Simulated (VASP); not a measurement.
# KI (Fm-3m) in VASP: a series of runs

The runs below take KI through relaxation of cell and atoms, with r2SCAN.

Program: VASP 6.6.1. These are calculated values, not measurements. Logs are shortened: lines on timing, memory, paths and dates and some standing lists are left out, and cuts for length are marked.

## (1) The cell of the first run

It takes space group Fm-3m (No. 225, cubic). The conventional cell has a = 7.092 Å, b = 7.092 Å, c = 7.092 Å, α = 90.00°, β = 90.00°, γ = 90.00°. Within 4.7 Å of K (site symmetry m-3m) lie 6 I at 3.55 Å. I (site symmetry m-3m) has 6 K at 3.55 Å within 4.7 Å.

## (2) Relaxation of cell and atoms, r2SCAN, target pressure 10 GPa, at which the enthalpy is minimised

The input, POSCAR:

```
KI
1.0
    3.5459548430      3.5459548430      0.0000000000
   -3.5459548430      3.5459548430      0.0000000000
    0.0000000000      3.5459548430      3.5459548430
K I
1 1
Direct
    0.0000000000      0.0000000000      0.0000000000
    0.5000000000      0.5000000000      0.0000000000
```

The input, INCAR.step1:

```
PREC = Accurate ; ENCUT = 600
ISMEAR = 0 ; SIGMA = 0.01
LREAL = False ; LASPH = True
NELM = 80 ; GGA = PE
ALGO = Normal ; EDIFF = 1E-4
LWAVE = True ; LCHARG = False
```

The input, INCAR.step2:

```
PREC = Accurate ; ENCUT = 600
EDIFF = 1E-7 ; ISMEAR = 0
SIGMA = 0.01 ; LREAL = False
LASPH = True ; NELM = 80
ALGO = Normal ; ISIF = 3
LWAVE = False ; LCHARG = False
METAGGA = R2SCAN ; LMIXTAU = True
IBRION = 2 ; NSW = 100
EDIFFG = -0.002 ; PSTRESS = 100.0
ISTART = 1
```

The input, KPOINTS:

```
regular mesh
0
Gamma
  6 6 6
```

Potentials or basis: VASP PAW PBE potentials, release 64 (K_sv, I).

Command:

```bash
> cat potpaw_PBE.64/K_sv/POTCAR potpaw_PBE.64/I/POTCAR > POTCAR
> cp INCAR.step1 INCAR
> mpirun -np 1 vasp_std > vasp.out
> cp INCAR.step2 INCAR
> mpirun -np 1 vasp_std > vasp.out
```

OUTCAR:

```text
PREC = Accurate
   ENCUT = 600
   EDIFF = 1E-7
   ISMEAR = 0
   LREAL = False
   LASPH = True
   NELM = 80
   ISIF = 3
   METAGGA = R2SCAN
   IBRION = 2
   NSW = 100
   EDIFFG = -0.002
   PSTRESS = 100.0
   ISTART = 1

 ion  position               nearest neighbor table
   1  0.000  0.000  0.000-   2 3.55   2 3.55   2 3.55   2 3.55   2 3.55   2 3.55
   2  0.500  0.500  0.000-   1 3.55   1 3.55   1 3.55   1 3.55   1 3.55   1 3.55

  LATTYP: Found a face centered cubic cell.
 ALAT       =     7.0919096860

  Lattice vectors:

 A1 = (   0.0000000000,   3.5459548430,   3.5459548430)
 A2 = (   3.5459548430,   0.0000000000,   3.5459548430)
 A3 = (   3.5459548430,   3.5459548430,   0.0000000000)

Analysis of symmetry for initial positions (statically):
=====================================================================
 Subroutine PRICEL returns:
 Original cell was already a primitive cell.

 Routine SETGRP: Setting up the symmetry group for a
 face centered cubic supercell.

 Subroutine GETGRP returns: Found 48 space group operations
 (whereof 48 operations were pure point group operations)
 out of a pool of 48 trial point group operations.

The static configuration has the point symmetry O_h .

Analysis of symmetry for dynamics (positions and initial velocities):
=====================================================================
 Subroutine PRICEL returns:
 Original cell was already a primitive cell.

 Routine SETGRP: Setting up the symmetry group for a
 face centered cubic supercell.

 Subroutine GETGRP returns: Found 48 space group operations
 (whereof 48 operations were pure point group operations)
 out of a pool of 48 trial point group operations.

The dynamic configuration has the point symmetry O_h .

 Subroutine INISYM returns: Found 48 space group operations
 (whereof 48 operations are pure point group operations),
 and found     1 'primitive' translations

----------------------------------------------------------------------------------------

                                     Primitive cell

  volume of cell :      89.1722

  direct lattice vectors                    reciprocal lattice vectors
     3.545954843  3.545954843  0.000000000     0.141005744  0.141005744 -0.141005744
    -3.545954843  3.545954843  0.000000000    -0.141005744  0.141005744 -0.141005744
     0.000000000  3.545954843  3.545954843     0.000000000  0.000000000  0.282011488

  length of vectors
     5.014737431  5.014737431  5.014737431     0.244229112  0.244229112  0.282011488

  position of ions in fractional coordinates (direct lattice)
     0.000000000  0.000000000  0.000000000
     0.500000000  0.500000000  0.000000000

  ion indices of the primitive-cell ions
   primitive index   ion index
                 1           1
                 2           2

----------------------------------------------------------------------------------------

 KPOINTS: regular mesh

Automatic generation of k-mesh.
 Grid dimensions read from file:
 generate k-points for:    6    6    6

 Generating k-lattice:

  Cartesian coordinates                     Fractional coordinates (reciprocal lattice)
     0.023500957  0.023500957 -0.023500957     0.166666667  0.000000000  0.000000000
    -0.023500957  0.023500957 -0.023500957     0.000000000  0.166666667  0.000000000
     0.000000000  0.000000000  0.047001915     0.000000000  0.000000000  0.166666667

  Length of vectors
     0.040704852  0.040704852  0.047001915

  Shift w.r.t. Gamma in fractional coordinates (k-lattice)
     0.000000000  0.000000000  0.000000000

 Subroutine IBZKPT returns following result:
 ===========================================

 Found     16 irreducible k-points:

 Following reciprocal coordinates:
            Coordinates               Weight
  0.000000  0.000000  0.000000      1.000000
  0.166667  0.000000  0.000000      8.000000
  0.333333  0.000000  0.000000      8.000000
  0.500000  0.000000  0.000000      4.000000
  0.166667  0.166667  0.000000     12.000000
  0.333333  0.166667  0.000000     24.000000
[... 8 lines left out ...]
  0.500000  0.333333  0.166667     24.000000
  0.500000  0.500000  0.166667     12.000000
   k-points           NKPTS =     16   k-points in BZ     NKDIM =     16   number of bands    NBANDS=     12
   number of dos      NEDOS =    301   number of ions     NIONS =      2
   total plane-waves  NPLWV =  64000
   dimension x,y,z NGX =    40 NGY =   40 NGZ =   40
   dimension x,y,z NGXF=    80 NGYF=   80 NGZF=   80
   ions per type =               1   1
   NGX,Y,Z   is equivalent  to a cutoff of  13.26, 13.26, 13.26 a.u.
   NGXF,Y,Z  is equivalent  to a cutoff of  26.52, 26.52, 26.52 a.u.
 SYSTEM =  unknown system
   PREC   = accura    normal or accurate (medium, high low for compatibility)
   ISTART =      1    job   : 0-new  1-cont  2-samecut
   ICHARG =      0    charge: 1-file 2-atom 10-const
   ISPIN  =      1    spin polarized calculation?
   LNONCOLLINEAR =      F non collinear calculations
   LSORBIT =      F    spin-orbit coupling
   LASPH  =      T    aspherical Exc in radial PAW
   ENCUT  =  600.0 eV  44.10 Ry    6.64 a.u.  10.02 10.02 10.02*2*pi/ulx,y,z
   NELM   =     80;   NELMIN=  2; NELMDL=  0     # of ELM steps
   EDIFF  = 0.1E-06   stopping-criterion for ELM
   LREAL  =      F    real-space projection
   EDIFFG = -.2E-02   stopping-criterion for IOM
   NSW    =    100    number of steps for IOM
   IBRION =      2    ionic relax: 0-MD 1-quasi-New 2-CG
   NFREE  =      1    steps in history (QN), initial steepest desc. (CG)
   ISIF   =      3    stress and relaxation
   ISYM   =      2    0-nonsym 1-usesym 2-fastsym
   POTIM  = 0.5000    time-step for ionic-motion
   TEBEG  =    0.0;   TEEND  =   0.0 temperature during run
   PSTRESS=  100.0 pullay stress
   NELECT =      16.0000    total number of electrons
   NUPDOWN=      -1.0000    fix difference up-down
   EMIN   =  10.00;   EMAX   =-10.00  energy-range for DOS
   EFERMI =   0.00;   METHOD = LEGACY
   ISMEAR =     0;   SIGMA  =   0.01  broadening in eV -4-tet -1-fermi 0-gaus
   EFERMI_NEDOS =   21; number of points for ismear=-14 and -15
   IALGO  =     38    algorithm
   IMIX   =      4    mixing-type and parameters
     AMIX     =   0.40;   BMIX     =  1.00
     AMIX_MAG =   1.60;   BMIX_MAG =  1.00
  volume/ion in A,a.u.               =      44.59       300.88
  Fermi-wavevector in a.u.,A,eV,Ry     =   0.923361  1.744900 11.600272  0.852596
  Thomas-Fermi vector in A             =   2.048989
   LORBIT       =      0    0 simple, 1 ext, 2 COOP (PROOUT), +10 PAW based schemes
   METAGGA = R2SCAN    functional components
   LHFCALC =     F    Hartree Fock is set to
   AEXX    =    0.0000 exact exchange contribution
   IVDW    =     0    specifies the selected vdW correction
   LEPSILON=     F    determine dielectric tensor
   LRPA    =     F    only Hartree local field effects (RPA)
 conjugate gradient relaxation of ions
 non-spin polarized calculation
 Gauss-broadening in eV      SIGMA  =   0.01
  energy-cutoff  :      600.00
  volume of cell :       89.17
 maximum number of plane-waves:      2993
   NGX = 21   NGY = 21   NGZ = 21

--------------------------------------- Ionic step        1  -------------------------------------------

 number of electron      15.9999999 magnetization

 Free energy of the ion-electron system (eV)
  ---------------------------------------------------
  ext. energy  EPLUGINS =         0.00000000
  ---------------------------------------------------
  free energy    TOTEN  =       -33.98572639 eV

  energy without entropy =      -33.98572639  energy(sigma->0) =      -33.98572639

 E-fermi :  -0.7513     XC(G=0):  -7.4712

 val. band max:       -0.8129181246   @ k =   0.0000   0.0000   0.0000
 cond. band min:       3.7665726319   @ k =   0.0000   0.0000   0.0000
 fundamental gap:      4.5794907564
 Fermi energy:        -0.7513481653

 k-point     1 :       0.0000    0.0000    0.0000
  band No.  band energies     occupation
      1     -30.4907      2.00000
      2     -13.2048      2.00000
      3     -13.2048      2.00000
      4     -13.2048      2.00000
      5     -11.6084      2.00000
      6      -0.8129      2.00000
      7      -0.8129      2.00000
      8      -0.8129      2.00000
      9       3.7666      0.00000
     10       6.2410      0.00000
     11       6.2410      0.00000
     12       6.2410      0.00000
[... 258 lines left out ...]
  enthalpy is  TOTEN    =       -28.4200363687 eV   P V=        5.5656900263

--------------------------------------- Ionic step        2  -------------------------------------------

 number of electron      16.0000000 magnetization

 E-fermi :   2.3681     XC(G=0):  -9.3999

 val. band max:        2.2283984845   @ k =   0.0000   0.0000   0.0000
 cond. band min:       6.4181995711   @ k =   0.5000   0.5000   0.0000
 fundamental gap:      4.1898010866
 Fermi energy:         2.3681028470

 k-point     1 :       0.0000    0.0000    0.0000
  band No.  band energies     occupation
      1     -27.1029      2.00000
      2      -9.8971      2.00000
      3      -9.8971      2.00000
      4      -9.8971      2.00000
      5      -9.5962      2.00000
      6       2.2284      2.00000
      7       2.2284      2.00000
      8       2.2284      2.00000
      9       8.3381      0.00000
     10       8.6649      0.00000
     11       8.6649      0.00000
     12       8.6649      0.00000
[... 290 lines left out ...]
  FREE ENERGIE OF THE ION-ELECTRON SYSTEM (eV)
  ---------------------------------------------------
  free  energy   TOTEN  =       -33.4049875542 eV

  energy  without entropy=      -33.4049875542  energy(sigma->0) =      -33.40498755

  enthalpy is  TOTEN    =       -29.4565256275 eV   P V=        3.9484619267

[... ionic steps 4 to 12 ...]

--------------------------------------- Ionic step       13  -------------------------------------------

 number of electron      16.0000001 magnetization

------------------------ aborting loop because EDIFF is reached ----------------------------------------

  FORCE on cell =-STRESS in cart. coord.  units (eV):
  Direction    XX          YY          ZZ          XY          YZ          ZX
  --------------------------------------------------------------------------------------
  -------------------------------------------------------------------------------------
  Total        3.8903695      3.8903695      3.8903695      0.0000000     -0.0000000     -0.0000000
  in kB       98.1663457     98.1663457     98.1663457      0.0000000     -0.0000000     -0.0000000
  external PRESSURE =      -1.8336543 kB  Pullay stress =     100.0000000 kB
[... 61 lines left out ...]
  enthalpy is  TOTEN    =       -29.4565164474 eV   P V=        3.9529811522

--------------------------------------- Ionic step       15  -------------------------------------------

 number of electron      16.0000000 magnetization

 Free energy of the ion-electron system (eV)
  ---------------------------------------------------
  ext. energy  EPLUGINS =         0.00000000
  ---------------------------------------------------
  free energy    TOTEN  =       -33.40577969 eV

  energy without entropy =      -33.40577969  energy(sigma->0) =      -33.40577969

 E-fermi :   1.5244     XC(G=0):  -8.9818

 val. band max:        1.4509920520   @ k =   0.0000   0.0000   0.0000
 cond. band min:       5.9826177684   @ k =   0.5000   0.5000   0.0000
 fundamental gap:      4.5316257164
 Fermi energy:         1.5244461390

 k-point     1 :       0.0000    0.0000    0.0000
  band No.  band energies     occupation
      1     -27.8700      2.00000
      2     -10.6448      2.00000
      3     -10.6448      2.00000
      4     -10.6448      2.00000
      5     -10.0909      2.00000
      6       1.4510      2.00000
      7       1.4510      2.00000
      8       1.4510      2.00000
      9       7.1660      0.00000
     10       8.0931      0.00000
     11       8.0931      0.00000
     12       8.0931      0.00000
[... 252 lines left out ...]
  FREE ENERGIE OF THE ION-ELECTRON SYSTEM (eV)
  ---------------------------------------------------
  free  energy   TOTEN  =       -33.4057796918 eV

  energy  without entropy=      -33.4057796918  energy(sigma->0) =      -33.40577969

  enthalpy is  TOTEN    =       -29.4565260408 eV   P V=        3.9492536510

 reached required accuracy - stopping structural energy minimisation
```

Run time: 19 min. Hardware: 1 thread of AMD EPYC 9755, shared host; peak memory 0.24 GiB.

What came out:

| Property | Result |
| --- | --- |
| Free energy | -33.4058 eV |
| Relaxed volume | 31.64 Å³/atom |
| Relaxed cell | a = 4.473 Å, b = 4.473 Å, c = 4.473 Å, α = 60.00°, β = 60.00°, γ = 90.00° |
| Space group after relaxing (to 0.1 Å) | Fm-3m (No. 225) |
| Energy change on relaxing (the run minimises the enthalpy) | +290.0 meV/atom |
| Ionic steps | 15 |
| Pressure after relaxing | 10.0 GPa |
| Band gap on the k mesh | 4.53 eV (least direct gap 5.12 eV) |

Step by step:
```csv
step,energy change (eV),largest force (eV/Å),pressure (GPa),volume (Å³)
1,0.0000,0.0000,0.02,89.17
2,1.0023,0.0000,15.58,57.90
3,0.5807,0.0000,10.01,63.26
4,0.5525,0.0000,9.63,63.72
5,0.5535,0.0000,9.65,63.71
6,0.5566,0.0000,9.69,63.65
7,0.5566,0.0000,9.69,63.65
8,0.5568,0.0000,9.69,63.65
9,0.5571,0.0000,9.69,63.65
10,0.5577,0.0000,9.70,63.64
11,0.5589,0.0000,9.72,63.62
12,0.5614,0.0000,9.76,63.58
13,0.5663,0.0000,9.82,63.49
14,0.5762,0.0000,9.95,63.33
15,0.5799,0.0000,10.00,63.27
```

Final structure:
```cif
data_structure
_symmetry_space_group_name_H-M 'P 1'
_symmetry_Int_Tables_number 1
_cell_length_a 4.4728
_cell_length_b 4.4728
_cell_length_c 4.4728
_cell_angle_alpha 60.000
_cell_angle_beta 60.000
_cell_angle_gamma 90.000
_cell_volume 63.27
loop_
_atom_site_label
_atom_site_type_symbol
_atom_site_fract_x
_atom_site_fract_y
_atom_site_fract_z
_atom_site_occupancy
K1 K 0.00000 0.00000 0.00000 1
I1 I 0.50000 0.50000 0.00000 1
```

Caveat: the cell is relaxed towards a set pressure, so the run minimises the enthalpy, not the energy; the volume moved by over 15 % at a fixed basis, so the end points are rough; the PAW data sets were made with another functional, which shifts forces and pressure a little; spin-orbit coupling is left out, which moves the levels of the heavy elements. A k mesh can miss the band edges.

## (3) Relaxation of cell and atoms, r2SCAN, target pressure 15 GPa, at which the enthalpy is minimised

POSCAR is that of step 2.

The input, INCAR.step1:

```
  ALGO = Normal
  EDIFF = 1E-4
  ENCUT = 600
  GGA = PE
  ISMEAR = 0
  LASPH = T
  LCHARG = F
  LREAL = F
  LWAVE = T
  NELM = 60
  PREC = Accurate
  SIGMA = 0.01
```

The input, INCAR.step2:

```
  ALGO = Normal
  EDIFF = 1E-6
  EDIFFG = -0.002
  ENCUT = 600
  IBRION = 2
  ISIF = 3
  ISMEAR = 0
  ISTART = 1
  LASPH = T
  LCHARG = F
  LMIXTAU = T
  LREAL = F
  LWAVE = F
  METAGGA = R2SCAN
  NELM = 60
  NSW = 100
  PREC = Accurate
  PSTRESS = 150.0
  SIGMA = 0.01
```

The input, KPOINTS:

```
k-points
0
Gamma
  6 6 6
```

Potentials or basis: VASP PAW PBE potentials, release 64 (K_sv, I).

Command:

```bash
> cat potpaw_PBE.64/K_sv/POTCAR potpaw_PBE.64/I/POTCAR > POTCAR
> cp INCAR.step1 INCAR
> mpirun -np 1 vasp_std > vasp.out
> cp INCAR.step2 INCAR
> mpirun -np 1 vasp_std > vasp.out
```

Run time: 13 min. Hardware: 1 thread of AMD EPYC 9755, shared host; peak memory 0.24 GiB.

It converged, with:

```yaml
Free_energy: -33.0279 eV
Relaxed_volume: 29.19 Å³/atom
Relaxed_cell: a = 4.354 Å, b = 4.354 Å, c = 4.354 Å, α = 60.00°, β = 60.00°, γ = 90.00°
Space_group_after_relaxing_to_0.1_Å: Fm-3m (No. 225)
Energy_change_on_relaxing_the_run_minimises_the_enthalpy: +478.9 meV/atom
Ionic_steps: 7
Pressure_after_relaxing: 15.0 GPa
Band_gap_on_the_k_mesh: 4.22 eV (least direct gap 4.87 eV)
```

The path:
| step | energy change (eV) | largest force (eV/Å) | pressure (GPa) | volume (Å³) |
| --- | --- | --- | --- | --- |
| 1 | 0.0000 | 0.0000 | 0.01 | 89.17 |
| 2 | 3.0975 | 0.0000 | 42.99 | 45.45 |
| 3 | 0.8885 | 0.0000 | 13.96 | 59.13 |
| 4 | 0.9506 | 0.0000 | 14.90 | 58.45 |
| 5 | 1.0008 | 0.0000 | 15.56 | 57.92 |
| 6 | 0.9258 | 0.0000 | 14.59 | 58.72 |
| 7 | 0.9578 | 0.0000 | 15.00 | 58.37 |

Final structure:
```yaml
crystal:
  lattice:
    - [3.07884, 3.07884, 0.00000]
    - [-3.07884, 3.07884, 0.00000]
    - [0.00000, 3.07884, 3.07884]
  atoms:
    - { symbol: K, position: [0.00000, 0.00000, 0.00000] }
    - { symbol: I, position: [0.50000, 0.50000, 0.00000] }
```

Levels at points of the mesh, in eV from the valence-band top:
```csv
k point,band 4,band 5,band 6,band 7,band 8,band 9,band 10,band 11,band 12
"(0.00, 0.00, 0.00)",-12.12,-11.80,0.00,0.00,0.00,6.07,6.46,6.46,6.46
"(0.50, 0.00, 0.00)",-12.12,-10.30,-2.62,-0.92,-0.92,6.32,9.09,9.55,9.55
"(0.50, 0.50, 0.00)",-12.22,-11.36,-1.75,-0.64,-0.64,4.22,7.56,8.94,10.91
```

Caveat: the cell is relaxed towards a set pressure, so the run minimises the enthalpy, not the energy; the volume moved by over 15 % at a fixed basis, so the end points are rough; the PAW data sets were made with another functional, which shifts forces and pressure a little; spin-orbit coupling is left out, which moves the levels of the heavy elements.
